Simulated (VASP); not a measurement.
# Zn (P6_3/mmc) in VASP: a series of runs, part 3 of 3

VASP 6.6.1. Earlier steps stand in the parts before.

## Step 5: Electric field gradients, PBE (14.91 Å³/atom)

This run uses another cell than the first one, of 14.91 Å³/atom.

Input file INCAR:

```
SYSTEM = Zn
PREC = Accurate ; ENCUT = 520
EDIFF = 1E-8 ; ISMEAR = -1
SIGMA = 0.03 ; LREAL = .False.
LASPH = .True. ; NELM = 100
ALGO = Normal ; ISIF = 2
LWAVE = .False. ; LCHARG = .False.
GGA = PE ; LEFG = .True.
NBANDS = 19
```

Input file KPOINTS:

```
Automatic mesh
0
Gamma
  18 18 8
  0 0 0
```

Input file POSCAR:

```
Zn
1.0
    2.6469129636      0.0000000000      0.0000000000
   -1.3234564818      2.2922938681      0.0000000000
    0.0000000000      0.0000000000      4.9134996708
Zn
2
Direct
    0.3333333333      0.6666666667      0.2500000000
    0.6666666667      0.3333333333      0.7500000000
```

Potentials or basis: VASP PAW PBE potentials, release 64 (Zn).

On the command line:

```
$ cat potpaw_PBE.64/Zn/POTCAR > POTCAR
$ mpirun -np 1 vasp_std > vasp.out
```

OUTCAR:

```text
SYSTEM = Zn
   PREC = Accurate
   ENCUT = 520
   EDIFF = 1E-8
   ISMEAR = -1
   LREAL = .False.
   LASPH = .True.
   NELM = 100
   ISIF = 2
   GGA = PE

 ion  position               nearest neighbor table
   1  0.333  0.667  0.250-   2 2.89   2 2.89   2 2.89   2 2.89   2 2.89   2 2.89
   2  0.667  0.333  0.750-   1 2.89   1 2.89   1 2.89   1 2.89   1 2.89   1 2.89

  LATTYP: Found a hexagonal cell.
 ALAT       =     2.6469129636
 C/A-ratio  =     1.8563132745

  Lattice vectors:

 A1 = (   2.6469129636,   0.0000000000,   0.0000000000)
 A2 = (  -1.3234564818,   2.2922938681,   0.0000000000)
 A3 = (   0.0000000000,   0.0000000000,   4.9134996708)

Analysis of symmetry for initial positions (statically):
=====================================================================
 Subroutine PRICEL returns:
 Original cell was already a primitive cell.

 Routine SETGRP: Setting up the symmetry group for a
 hexagonal supercell.

 Subroutine GETGRP returns: Found 24 space group operations
 (whereof 12 operations were pure point group operations)
 out of a pool of 24 trial point group operations.

The static configuration has the point symmetry D_3d.
 The point group associated with its full space group is D_6h.

Analysis of symmetry for dynamics (positions and initial velocities):
=====================================================================
 Subroutine PRICEL returns:
 Original cell was already a primitive cell.

 Routine SETGRP: Setting up the symmetry group for a
 hexagonal supercell.

 Subroutine GETGRP returns: Found 24 space group operations
 (whereof 12 operations were pure point group operations)
[... 159 lines left out ...]
  band No.  band energies     occupation
      1      -7.3061      2.00000
      2      -5.4446      2.00000
      3      -4.7186      2.00000
      4      -4.4814      2.00000
      5      -4.4814      2.00000
      6      -4.4294      2.00000
[... 505 lines left out ...]
      6      -4.3343      2.00000
[... 11 lines left out ...]
     18      16.4490      0.00000
     19      17.7504      0.00000

 [... further k-points ...]

------------------------ aborting loop because EDIFF is reached ----------------------------------------

  FORCE on cell =-STRESS in cart. coord.  units (eV):
  Direction    XX          YY          ZZ          XY          YZ          ZX
  --------------------------------------------------------------------------------------
  -------------------------------------------------------------------------------------
  Total        0.2500505      0.2500505      0.3531312      0.0000000     -0.0000000      0.0000000
  in kB       13.4380885     13.4380885     18.9777982      0.0000000     -0.0000000      0.0000000
  external PRESSURE =      15.2846584 kB  Pullay stress =       0.0000000 kB

 VOLUME and BASIS-vectors are now :
 -----------------------------------------------------------------------------
  energy-cutoff  :      520.00
  volume of cell :       29.81
      direct lattice vectors                 reciprocal lattice vectors
     2.646912964  0.000000000  0.000000000     0.377798595  0.218122121  0.000000000
    -1.323456482  2.292293868  0.000000000     0.000000000  0.436244242  0.000000000
     0.000000000  0.000000000  4.913499671     0.000000000  0.000000000  0.203520925

 POSITION                                       TOTAL-FORCE (eV/Angst)
 -----------------------------------------------------------------------------------
     -0.00000      1.52820      1.22837        -0.000000      0.000000      0.000000
      1.32346      0.76410      3.68512         0.000000     -0.000000      0.000000
 -----------------------------------------------------------------------------------
    total drift:                               -0.000000      0.000000      0.000000

  FREE ENERGIE OF THE ION-ELECTRON SYSTEM (eV)
  ---------------------------------------------------
  free  energy   TOTEN  =        -2.2126575540 eV

  energy  without entropy=       -2.2111774861  energy(sigma->0) =       -2.21191752

 Electric field gradients (V/A^2)
---------------------------------------------------------------------
 ion       V_xx      V_yy      V_zz      V_xy      V_xz      V_yz
---------------------------------------------------------------------
   1     -18.264   -18.260    36.524     0.004     0.000    -0.000
   2     -18.264   -18.260    36.524     0.004    -0.000     0.000
---------------------------------------------------------------------

 Electric field gradients after diagonalization (V/A^2)
 (convention: |V_zz| > |V_xx| > |V_yy|)
----------------------------------------------------------------------
 ion       V_xx      V_yy      V_zz     asymmetry (V_yy - V_xx)/ V_zz
----------------------------------------------------------------------
   1     -18.266   -18.258    36.524       0.000
   2     -18.266   -18.258    36.524       0.000
----------------------------------------------------------------------

           NMR quadrupolar parameters

 Cq : quadrupolar parameter    Cq=e*Q*V_zz/h
 eta: asymmetry parameters     (V_yy - V_xx)/ V_zz
 Q  : nuclear electric quadrupole moment in mb (millibarn)
----------------------------------------------------------------------
 ion       Cq(MHz)       eta       Q (mb)
----------------------------------------------------------------------
   1       0.088       0.000       1.000
   2       0.088       0.000       1.000
----------------------------------------------------------------------
```

It took 58 s on 1 thread of Intel Xeon Platinum 8488C (Sapphire Rapids), shared host; peak memory 0.2 GiB.

What came out:

```
Free energy                             : -2.2127 eV
Pressure                                : 1.5 GPa
Band gap on the k mesh                  : zero (bands 12 and 13 overlap by 4.66 eV)
Largest electric field gradient by atom : Zn +36.5 V/Å²
```

Levels at points of the mesh, in eV from the Fermi level:
```tsv
k point	band 10	band 11	band 12	band 13	band 14	band 15
(0.00, 0.00, 0.00)	-7.29	-7.29	-3.89	-3.19	13.65	17.30
(0.50, 0.00, 0.00)	-7.09	-3.06	-2.34	2.51	3.40	4.05
(0.00, 0.00, 0.50)	-7.38	-7.38	-7.38	4.49	4.49	18.85
(0.50, 0.00, 0.50)	-7.10	-2.09	-2.09	0.00	0.00	10.11
```

Electric field gradients, principal values (V/Å²):
| atom | least | middle | greatest (by size) |
| --- | --- | --- | --- |
| 1 Zn | -18.258 | -18.266 | 36.524 |
| 2 Zn | -18.258 | -18.266 | 36.524 |

Caveat: without QUAD_EFG the Cq values of the log hold for a quadrupole moment of 1 mb, not for the nuclei.

## Step 6: Overview

| cell | gap on the mesh (eV) | pressure (GPa) |
| --- | --- | --- |
| a = 2.692, b = 2.692, c = 4.848 Å, angles 90.0, 90.0, 120.0°, 2 atoms | none | -0.4 |
| a = 2.629, b = 2.629, c = 4.880 Å, angles 90.0, 90.0, 120.0°, 2 atoms | none | 3.3 |
| a = 2.647, b = 2.647, c = 4.913 Å, angles 90.0, 90.0, 120.0°, 2 atoms | none | 1.5 |

Alike in all rows: task electric field gradients; level PBE; potentials or basis VASP PAW PBE potentials, release 64 (Zn); no spin polarisation; k mesh 18 × 18 × 8; cutoff (eV) 520; smearing fermi-dirac 0.03 eV.

Caveats: the cell stands under pressure (at least some runs).

Absolute energies hang on the potentials; compare differences alone.
